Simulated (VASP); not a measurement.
Hf:

```xyz
1
Lattice="0.0000 2.1874 2.1874 2.1874 0.0000 2.1874 2.1874 2.1874 0.0000" Properties=species:S:1:pos:R:3 pbc="T T T"
Hf    0.0000    0.0000    0.0000
```

* Program: VASP 6.6.1
* Task: relaxation of cell and atoms
* Functional: r2SCAN
* Potentials or basis: VASP PAW PBE potentials, release 64 (Hf_pv)
* Cutoff: 600 eV
* k mesh: 8 × 8 × 8
* Occupations: gaussian, width 0.1 eV
* Spin: no spin polarisation

At the start: pressure 7.6 GPa; volume 20.93 Å³/atom.

**Question.** Where does the relaxation end?

**Answer.** Over 3 steps the energy falls by 32.8 meV/atom and the volume is 22.40 Å³/atom (+7.0 %); space group Fm-3m (No. 225, to 0.05 Å).

The path:
| step | energy change (eV) | largest force (eV/Å) | pressure (GPa) | volume (Å³) |
| --- | --- | --- | --- | --- |
| 1 | 0.0000 | 0.0000 | 7.58 | 20.93 |
| 2 | 0.0049 | 0.0000 | -6.79 | 24.08 |
| 3 | -0.0328 | 0.0000 | -0.12 | 22.40 |

Final structure:
```
Hf
1.0
     0.00000    2.23738    2.23738
     2.23738    0.00000    2.23738
     2.23738    2.23738    0.00000
Hf
1
Direct
  0.00000 0.00000 0.00000
```

Caveat: the PAW data sets were made with another functional, which shifts forces and pressure a little.
